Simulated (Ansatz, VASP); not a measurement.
Two plane-wave programs on Nb4C

```
CELL_PARAMETERS angstrom
0.00000 3.59291 3.59291
3.59291 0.00000 3.59291
3.59291 3.59291 0.00000
ATOMIC_POSITIONS crystal
Nb 0.39773 0.39773 0.39773
Nb 0.39773 0.39773 0.80682
Nb 0.39773 0.80682 0.39773
Nb 0.80682 0.39773 0.39773
C 0.00000 0.00000 0.00000
```

Alike in both runs: task single point; functional PBE; k mesh 4 × 4 × 4; occupations gaussian, width 0.1 eV; no spin polarisation.

|  | VASP | Ansatz |
| --- | --- | --- |
| version | VASP 6.6.1 | Ansatz 0.2.0 |
| potentials or method | VASP PAW PBE potentials, release 64 (Nb_sv, C), cutoff 520 eV | scalar-relativistic, plane waves, PAW |
| valence electrons in the cell | 56 | 56 |

Ansatz gave:

| Property | Result |
| --- | --- |
| gap on the k mesh at the Fermi level (eV) | none |
| rms of the force components (eV/Å) | 11.495 |

Q: What did VASP give for the same quantities?

A: gap on the k mesh at the Fermi level (eV): none; rms of the force components (eV/Å): 11.573.

Atom by atom the forces differ by 0.078 eV/Å (rms over components). A gap of «none» marks a metal or a gap that the smearing closes. With one functional, cell and mesh, what is left measures potentials, basis and numerics.

The k mesh is coarse, so the values compare programs but aren't converged.
